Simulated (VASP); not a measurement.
# MgC18 in VASP: further runs

The runs below take MgC18 through single point, with LDA.

All numbers are computed with VASP 6.6.1; they aren't measurements. Logs are shortened: lines on timing, memory, paths and dates and some standing lists are left out, and cuts for length are marked.

### 1 The cell of the first run

The cell holds a slab with vacuum, 19 atoms: a = 7.398 Å, b = 7.398 Å, c = 12.000 Å, α = 90.00°, β = 90.00°, γ = 120.00°.

### 2 Single point, LDA

INCAR reads:

```
SYSTEM = MgC18
PREC     = Accurate       ! precision mode
ENCUT    = 520            ! plane-wave cutoff, eV
EDIFF    = 1E-6           ! SCF threshold, eV
ISMEAR   = -1             ! smearing method
SIGMA    = 0.05           ! smearing width, eV
LREAL    = Auto         
LASPH    = .True.         ! aspherical terms in the spheres
NELM     = 60             ! most SCF steps
ALGO     = Normal         ! electronic algorithm
ISIF     = 2              ! what is computed and relaxed
LWAVE    = .False.        ! write WAVECAR
LCHARG   = .True.         ! write CHGCAR
LELF     = .True.         ! ELF
LVHAR    = .True.       
NBANDS   = 52             ! bands
```

KPOINTS reads:

```
regular mesh
0
Gamma
  2 2 1
  0 0 0
```

POSCAR reads:

```
MgC18
1.0
    7.3980000000      0.0000000000      0.0000000000
   -3.6990000000      6.4068560000      0.0000000000
    0.0000000000      0.0000000000     12.0000000000
C Mg
18 1
Direct
   -0.0008742063      0.0015903276      0.0828325000
    0.2215009409      0.1127877699      0.0831125833
   -0.0012763453      0.3356032975      0.0830343333
    0.2202741278      0.4456426054      0.0830046667
   -0.0012933591      0.6672143092      0.0831404167
    0.2202611364      0.7786969147      0.0830216667
    0.3315619667      0.0012953311      0.0830135000
    0.5531124441      0.1128077484      0.0829859167
    0.3315727682      0.3343426167      0.0830310833
    0.5531282225      0.4444118925      0.0830960833
    0.3303106529      0.6671930819      0.0830115000
    0.5526948924      0.7783749159      0.0826705000
    0.6643078218      0.0016148326      0.0826246667
    0.8875450629      0.1132204314      0.0827052500
    0.6646263899      0.3343571324      0.0830115000
    0.8872246400      0.4456585258      0.0830261667
    0.6643287412      0.6667891396      0.0828038333
    0.8875206095      0.7784034790      0.0828805000
    0.7735438586      0.8914294312      0.2544928333
```

Potentials or basis: VASP PAW LDA potentials, release 64 (C, Mg).

The run is started by

```
$ cat potpaw_LDA.64/C/POTCAR potpaw_LDA.64/Mg/POTCAR > POTCAR
$ mpirun -np 1 vasp_std > vasp.out
```

OUTCAR:

```text
SYSTEM = MgC18
   PREC = Accurate
   ENCUT = 520
   EDIFF = 1E-6
   ISMEAR = -1
   LREAL = Auto
   LASPH = .True.
   NELM = 60
   ISIF = 2

 ion  position               nearest neighbor table
   1  0.999  0.002  0.083-   2 1.42  18 1.43  14 1.43  19 2.52
   2  0.222  0.113  0.083-   7 1.42   9 1.42   1 1.42
   3  0.999  0.336  0.083-   4 1.42  16 1.42  14 1.42
   4  0.220  0.446  0.083-   3 1.42  11 1.42   9 1.43
   5  0.999  0.667  0.083-   6 1.42  16 1.42  18 1.42
   6  0.220  0.779  0.083-  11 1.42   5 1.42   7 1.43
   7  0.332  0.001  0.083-   8 1.42   2 1.42   6 1.43
   8  0.553  0.113  0.083-  15 1.42   7 1.42  13 1.42
   9  0.332  0.334  0.083-   2 1.42  10 1.42   4 1.43
  10  0.553  0.444  0.083-  15 1.42   9 1.42  17 1.42
  11  0.330  0.667  0.083-   4 1.42   6 1.42  12 1.42
  12  0.553  0.778  0.083-  11 1.42  17 1.43  13 1.43  19 2.50
  13  0.664  0.002  0.083-   8 1.42  14 1.43  12 1.43  19 2.50
  14  0.888  0.113  0.083-   3 1.42   1 1.43  13 1.43  19 2.50
  15  0.665  0.334  0.083-   8 1.42  10 1.42  16 1.43
  16  0.887  0.446  0.083-   3 1.42   5 1.42  15 1.43
  17  0.664  0.667  0.083-  10 1.42  18 1.43  12 1.43  19 2.51
  18  0.888  0.778  0.083-   5 1.42   1 1.43  17 1.43  19 2.52
  19  0.774  0.891  0.254-  13 2.50  12 2.50  14 2.50  17 2.51   1 2.52  18 2.52

  LATTYP: Found a hexagonal cell.
 ALAT       =     7.3980000000
 C/A-ratio  =     1.6220600162

  Lattice vectors:

 A1 = (   7.3980000000,   0.0000000000,   0.0000000000)
 A2 = (  -3.6990000000,   6.4068560000,   0.0000000000)
 A3 = (   0.0000000000,   0.0000000000,  12.0000000000)

Analysis of symmetry for initial positions (statically):
=====================================================================
 Subroutine PRICEL returns:
 Original cell was already a primitive cell.

 Routine SETGRP: Setting up the symmetry group for a
 hexagonal supercell.

 Subroutine GETGRP returns: Found  1 space group operations
 (whereof  1 operations were pure point group operations)
 out of a pool of 24 trial point group operations.

The static configuration has the point symmetry C_1 .

Analysis of symmetry for dynamics (positions and initial velocities):
=====================================================================
 Subroutine PRICEL returns:
 Original cell was already a primitive cell.

 Routine SETGRP: Setting up the symmetry group for a
 hexagonal supercell.

 Subroutine GETGRP returns: Found  1 space group operations
 (whereof  1 operations were pure point group operations)
 out of a pool of 24 trial point group operations.

The dynamic configuration has the point symmetry C_1 .

 Subroutine INISYM returns: Found  1 space group operations
 (whereof  1 operations are pure point group operations),
 and found     1 'primitive' translations

----------------------------------------------------------------------------------------

                                     Primitive cell

  volume of cell :     568.7750

  direct lattice vectors                    reciprocal lattice vectors
     7.398000000  0.000000000  0.000000000     0.135171668  0.078041398  0.000000000
    -3.699000000  6.406856000  0.000000000     0.000000000  0.156082796  0.000000000
     0.000000000  0.000000000 12.000000000     0.000000000  0.000000000  0.083333333

  length of vectors
     7.398000000  7.398000054 12.000000000     0.156082797  0.156082796  0.083333333

  position of ions in fractional coordinates (direct lattice)
     0.999125794  0.001590328  0.082832500
     0.221500941  0.112787770  0.083112583
     0.998723655  0.335603298  0.083034333
     0.220274128  0.445642605  0.083004667
     0.998706641  0.667214309  0.083140417
     0.220261136  0.778696915  0.083021667
[... 11 lines left out ...]
     0.887520610  0.778403479  0.082880500
     0.773543859  0.891429431  0.254492833

  ion indices of the primitive-cell ions
   primitive index   ion index
                 1           1
                 2           2
                 3           3
                 4           4
                 5           5
                 6           6
[... 11 lines left out ...]
                18          18
                19          19

----------------------------------------------------------------------------------------

 KPOINTS: regular mesh

Automatic generation of k-mesh.
 Grid dimensions read from file:
 generate k-points for:    2    2    1

 Generating k-lattice:

  Cartesian coordinates                     Fractional coordinates (reciprocal lattice)
     0.067585834  0.039020699  0.000000000     0.500000000  0.000000000  0.000000000
     0.000000000  0.078041398  0.000000000     0.000000000  0.500000000  0.000000000
     0.000000000  0.000000000  0.083333333     0.000000000  0.000000000  1.000000000

  Length of vectors
     0.078041399  0.078041398  0.083333333

  Shift w.r.t. Gamma in fractional coordinates (k-lattice)
     0.000000000  0.000000000  0.000000000

 Subroutine IBZKPT returns following result:
 ===========================================

 Found      4 irreducible k-points:

 Following reciprocal coordinates:
            Coordinates               Weight
  0.000000  0.000000  0.000000      1.000000
  0.500000  0.000000  0.000000      1.000000
  0.000000  0.500000  0.000000      1.000000
  0.500000  0.500000  0.000000      1.000000
   k-points           NKPTS =      4   k-points in BZ     NKDIM =      4   number of bands    NBANDS=     52
   number of dos      NEDOS =    301   number of ions     NIONS =     19
   total plane-waves  NPLWV = 282240
   dimension x,y,z NGX =    56 NGY =   56 NGZ =   90
   dimension x,y,z NGXF=   112 NGYF=  112 NGZF=  180
   ions per type =              18   1
   NGX,Y,Z   is equivalent  to a cutoff of  12.58, 12.58, 12.47 a.u.
   NGXF,Y,Z  is equivalent  to a cutoff of  25.17, 25.17, 24.94 a.u.
 SYSTEM =  MgC18
   PREC   = accura    normal or accurate (medium, high low for compatibility)
   ISTART =      0    job   : 0-new  1-cont  2-samecut
   ICHARG =      2    charge: 1-file 2-atom 10-const
   ISPIN  =      1    spin polarized calculation?
   LNONCOLLINEAR =      F non collinear calculations
   LSORBIT =      F    spin-orbit coupling
   LASPH  =      T    aspherical Exc in radial PAW
   ENCUT  =  520.0 eV  38.22 Ry    6.18 a.u.  13.76 13.76 22.31*2*pi/ulx,y,z
   NELM   =     60;   NELMIN=  2; NELMDL= -5     # of ELM steps
   EDIFF  = 0.1E-05   stopping-criterion for ELM
   LREAL  =      T    real-space projection
   EDIFFG = 0.1E-04   stopping-criterion for IOM
   NSW    =      0    number of steps for IOM
   IBRION =     -1    ionic relax: 0-MD 1-quasi-New 2-CG
   NFREE  =      0    steps in history (QN), initial steepest desc. (CG)
   ISIF   =      2    stress and relaxation
   ISYM   =      2    0-nonsym 1-usesym 2-fastsym
   POTIM  = 0.5000    time-step for ionic-motion
   TEBEG  =    0.0;   TEEND  =   0.0 temperature during run
   PSTRESS=    0.0 pullay stress
   NELECT =      74.0000    total number of electrons
   NUPDOWN=      -1.0000    fix difference up-down
   EMIN   =  10.00;   EMAX   =-10.00  energy-range for DOS
   EFERMI =   0.00;   METHOD = LEGACY
   ISMEAR =    -1;   SIGMA  =   0.05  broadening in eV -4-tet -1-fermi 0-gaus
   EFERMI_NEDOS =   21; number of points for ismear=-14 and -15
   IALGO  =     38    algorithm
   IMIX   =      4    mixing-type and parameters
     AMIX     =   0.40;   BMIX     =  1.00
     AMIX_MAG =   1.60;   BMIX_MAG =  1.00
  volume/ion in A,a.u.               =      29.94       202.01
  Fermi-wavevector in a.u.,A,eV,Ry     =   0.829542  1.567608  9.362720  0.688140
  Thomas-Fermi vector in A             =   1.942107
   LORBIT       =      0    0 simple, 1 ext, 2 COOP (PROOUT), +10 PAW based schemes
   GGA     = CA    functional components
   LHFCALC =     F    Hartree Fock is set to
   AEXX    =    0.0000 exact exchange contribution
   IVDW    =     0    specifies the selected vdW correction
   LEPSILON=     F    determine dielectric tensor
   LRPA    =     F    only Hartree local field effects (RPA)
 non-spin polarized calculation
  energy-cutoff  :      520.00
  volume of cell :      568.78
 maximum number of plane-waves:     15363
 NGX is ok and might be reduce to    56
   NGX = 27   NGY = 27   NGZ = 45

 number of electron      74.0000002 magnetization

 Free energy of the ion-electron system (eV)
  ---------------------------------------------------
  ext. energy  EPLUGINS =         0.00000000
  ---------------------------------------------------
  free energy    TOTEN  =      -181.35559581 eV

  energy without entropy =     -181.26905811  energy(sigma->0) =     -181.31232696

 E-fermi :  -1.5551     XC(G=0):  -4.3266

 val. band max:       -1.6446271002   @ k =   0.0000   0.0000   0.0000
 cond. band min:      -1.5521612062   @ k =   0.0000   0.5000   0.0000
 fundamental gap:      0.0924658940
 Fermi energy:        -1.5551462317

 k-point     1 :       0.0000    0.0000    0.0000
  band No.  band energies     occupation
      1     -20.9188      2.00000
      2     -18.5428      2.00000
      3     -18.3878      2.00000
      4     -18.3878      2.00000
      5     -18.2042      2.00000
      6     -18.1974      2.00000
[... 41 lines left out ...]
     48       3.3341      0.00000
     49       3.3342      0.00000

 k-point     2 :       0.5000    0.0000    0.0000
  band No.  band energies     occupation
      1     -20.3744      2.00000
      2     -20.1536      2.00000
      3     -18.9690      2.00000
      4     -18.9332      2.00000
      5     -16.5396      2.00000
      6     -16.4724      2.00000
[... 41 lines left out ...]
     48       3.5703      0.00000
     49       3.8381      0.00000

 k-point     3 :       0.0000    0.5000    0.0000
  band No.  band energies     occupation
      1     -20.3744      2.00000
      2     -20.1536      2.00000
      3     -18.9690      2.00000
      4     -18.9332      2.00000
      5     -16.5396      2.00000
      6     -16.4725      2.00000
[... 41 lines left out ...]
     48       3.5703      0.00000
     49       3.8382      0.00000

 k-point     4 :       0.5000    0.5000    0.0000
  band No.  band energies     occupation
      1     -20.3744      2.00000
      2     -20.1536      2.00000
      3     -18.9690      2.00000
      4     -18.9332      2.00000
      5     -16.5397      2.00000
      6     -16.4723      2.00000
[... 41 lines left out ...]
     48       3.5703      0.00000
     49       3.8381      0.00000
 [bands above 49 left out]

------------------------ aborting loop because EDIFF is reached ----------------------------------------

  FORCE on cell =-STRESS in cart. coord.  units (eV):
  Direction    XX          YY          ZZ          XY          YZ          ZX
  --------------------------------------------------------------------------------------
  -------------------------------------------------------------------------------------
  Total       -5.9659237     -5.9572280     -0.2241143      0.0014162     -0.0106400      0.0278255
  in kB      -16.8053569    -16.7808621     -0.6313056      0.0039892     -0.0299716      0.0783813
  external PRESSURE =     -11.4058415 kB  Pullay stress =       0.0000000 kB

 VOLUME and BASIS-vectors are now :
 -----------------------------------------------------------------------------
  energy-cutoff  :      520.00
  volume of cell :      568.78
      direct lattice vectors                 reciprocal lattice vectors
     7.398000000  0.000000000  0.000000000     0.135171668  0.078041398  0.000000000
    -3.699000000  6.406856000  0.000000000     0.000000000  0.156082796  0.000000000
     0.000000000  0.000000000 12.000000000     0.000000000  0.000000000  0.083333333

 POSITION                                       TOTAL-FORCE (eV/Angst)
 -----------------------------------------------------------------------------------
      7.38565      0.01019      0.99399        -0.003279      0.006687      0.002469
      1.22146      0.72262      0.99735        -0.015131     -0.002123      0.001657
      6.14716      2.15016      0.99641         0.000578     -0.005502     -0.000083
     -0.01884      2.85517      0.99606         0.006989      0.003372      0.008612
      4.92041      4.27475      0.99769        -0.002821      0.008398     -0.000486
     -1.25091      4.98900      0.99626         0.000233      0.010465      0.005337
[... 11 lines left out ...]
      3.68656      4.98712      0.99457        -0.000613     -0.000819      0.000596
      2.42528      5.71126      3.05391         0.014744     -0.006631     -0.046552
 -----------------------------------------------------------------------------------
    total drift:                                0.001999      0.019701      0.014984

  FREE ENERGIE OF THE ION-ELECTRON SYSTEM (eV)
  ---------------------------------------------------
  free  energy   TOTEN  =      -181.3555958122 eV

  energy  without entropy=     -181.2690581103  energy(sigma->0) =     -181.31232696
```

It took 7.5 min on 1 thread of Intel Xeon 8259CL, shared host; peak memory 0.44 GiB.

What came out:

* Free energy: -181.3556 eV
* Largest force: 0.049 eV/Å
* Band gap on the k mesh: zero (bands 37 and 38 overlap by 0.09 eV)

Forces on the atoms (eV/Å):
```
C   -0.003  0.007  0.002
C   -0.015 -0.002  0.002
C    0.001 -0.006  0.000
C    0.007  0.003  0.009
C   -0.003  0.008  0.000
C    0.000  0.010  0.005
C   -0.003 -0.020  0.003
C    0.009 -0.007  0.002
C   -0.006  0.004  0.005
C    0.002  0.006  0.001
C   -0.001  0.006 -0.001
C    0.002 -0.003 -0.001
C   -0.008 -0.001  0.002
C    0.004  0.003  0.001
C    0.004  0.006  0.006
C   -0.005  0.003  0.007
C    0.000 -0.011  0.003
C   -0.001 -0.001  0.001
Mg   0.015 -0.007 -0.047
```

Caveat: the k points lie up to 0.49 Å⁻¹ apart.

### 3 Single point, LDA

INCAR reads:

```
SYSTEM = MgC18
ALGO = Normal
EDIFF = 1E-6
ENCUT = 520
ISIF = 2
ISMEAR = -1
LASPH = .TRUE.
LCHARG = .TRUE.
LELF = .TRUE.
LREAL = Auto
LVHAR = .TRUE.
LWAVE = .FALSE.
NBANDS = 52
NELM = 60
PREC = Accurate
SIGMA = 0.05
```

KPOINTS reads:

```
k-points
0
G
  2 2 1
  0 0 0
```

POSCAR reads:

```
MgC18
1.0
    7.3980000000      0.0000000000      0.0000000000
   -3.6990000000      6.4068560000      0.0000000000
    0.0000000000      0.0000000000     12.0000000000
C Mg
18 1
Direct
   -0.0023588448      0.0016148326      0.0826246667
    0.2208782611      0.1132204314      0.0827052500
   -0.0020402767      0.3343571324      0.0830115000
    0.2205579734      0.4456585258      0.0830261667
   -0.0023379255      0.6667891396      0.0828038333
    0.2208539428      0.7784034790      0.0828805000
    0.3324591270      0.0015903276      0.0828325000
    0.5548342742      0.1127877699      0.0831125833
    0.3320569880      0.3356032975      0.0830343333
    0.5536074611      0.4456426054      0.0830046667
    0.3320399743      0.6672143092      0.0831404167
    0.5535944698      0.7786969147      0.0830216667
    0.6648953001      0.0012953311      0.0830135000
    0.8864457774      0.1128077484      0.0829859167
    0.6649061015      0.3343426167      0.0830310833
    0.8864615559      0.4444118925      0.0830960833
    0.6636439862      0.6671930819      0.0830115000
    0.8860282257      0.7783749159      0.0826705000
    1.1068771920      0.8914294312      0.2544928333
```

Potentials or basis: VASP PAW LDA potentials, release 64 (C, Mg).

The run is started by

```
$ cat potpaw_LDA.64/C/POTCAR potpaw_LDA.64/Mg/POTCAR > POTCAR
$ mpirun -np 1 vasp_std > vasp.out
```

Run time: 7.6 min. Hardware: 1 thread of Intel Xeon 8259CL, shared host; peak memory 0.44 GiB.

Results (log left out):

```
Free energy            : -181.3553 eV
Largest force          : 0.049 eV/Å
Band gap on the k mesh : zero (bands 37 and 38 overlap by 0.09 eV)
```

Forces on the atoms (eV/Å):
```
C    0.002 -0.002  0.001
C   -0.003  0.003  0.002
C    0.011  0.014  0.007
C   -0.008  0.005  0.006
C    0.005  0.005  0.002
C    0.006 -0.003 -0.001
C    0.001 -0.006 -0.001
C   -0.014 -0.013  0.000
C    0.002 -0.008  0.002
C    0.003 -0.001  0.006
C   -0.012  0.005 -0.001
C   -0.003  0.010  0.003
C   -0.005 -0.016  0.006
C    0.003 -0.008  0.003
C   -0.012  0.006  0.006
C    0.004  0.018 -0.001
C    0.008 -0.002  0.005
C   -0.002  0.000  0.001
Mg   0.015 -0.006 -0.046
```

Levels at points of the mesh, in eV from the Fermi level:
| k point | band 33 | band 34 | band 35 | band 36 | band 37 | band 38 | band 39 | band 40 |
| --- | --- | --- | --- | --- | --- | --- | --- | --- |
| (0.00, 0.00, 0.00) | -3.02 | -3.02 | -0.21 | -0.21 | -0.09 | -0.09 | -0.09 | 3.64 |
| (0.50, 0.00, 0.00) | -2.89 | -2.74 | -2.70 | -2.38 | 0.00 | 1.42 | 2.22 | 2.28 |
| (0.00, 0.50, 0.00) | -2.89 | -2.74 | -2.70 | -2.38 | 0.00 | 1.42 | 2.22 | 2.28 |
| (0.50, 0.50, 0.00) | -2.89 | -2.74 | -2.70 | -2.38 | 0.00 | 1.42 | 2.22 | 2.28 |

Caveat: the k points lie up to 0.49 Å⁻¹ apart.
